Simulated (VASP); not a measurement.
Here is a VASP 6.6.1 calculation.

File INCAR:

```
SYSTEM = LiFeN
PREC = Accurate
ENCUT = 520
EDIFF = 1E-6
ISMEAR = -1
SIGMA = 0.05
LREAL = .FALSE.
LASPH = .TRUE.
NELM = 150
ALGO = Normal
ISIF = 2
LWAVE = .FALSE.
LCHARG = .TRUE.
ISPIN = 2
MAGMOM = 0 2.4 0
LORBIT = 11
LMAXMIX = 4
LDAU = .TRUE.
LDAUTYPE = 2
LDAUL = -1 2 -1
LDAUU = 0 3.5 0
LDAUJ = 0 0 0
LDAUPRINT = 1
LELF = .TRUE.
LVHAR = .TRUE.
NBANDS = 19
```

File KPOINTS:

```
regular mesh
0
G
  13 13 8
  0 0 0
```

Contents of POSCAR:

```
LiFeN
1.0
    3.1626120000      0.0000000000      0.0000000000
   -1.5813060000      2.7389029800      0.0000000000
    0.0000000000      0.0000000000      3.9843704344
Li Fe N
1 1 1
Direct
    0.3333333333      0.6666666667      0.0000000000
    0.6666666667      0.3333333333      0.5000000000
    0.3333333333      0.6666666667      0.5000000000
```

Potentials or basis: VASP PAW LDA potentials, release 64 (Li_sv, Fe, N).

Command:

```console
$ cat potpaw_LDA.64/Li_sv/POTCAR potpaw_LDA.64/Fe/POTCAR potpaw_LDA.64/N/POTCAR > POTCAR
$ mpirun -np 1 vasp_std > vasp.out
```

Task: Estimate the site moments.

Result: Li -0.00; Fe +3.13; N +0.09 μB.

Task: Predict the net moment.

Result: 3.28 μB per cell.

Eigenvalues of the final occupation matrices:
| site | spin | trace | eigenvalues |
| --- | --- | --- | --- |
| site 2 d | 1 | 4.68 | 0.88 0.94 0.94 0.96 0.96 |
| site 2 d | 2 | 1.67 | 0.11 0.11 0.34 0.34 0.77 |

Caveat: a cell with one magnetic atom can't hold antiferromagnetic order, which such compounds often take. The state reached can hang on the start; a lower one may exist.
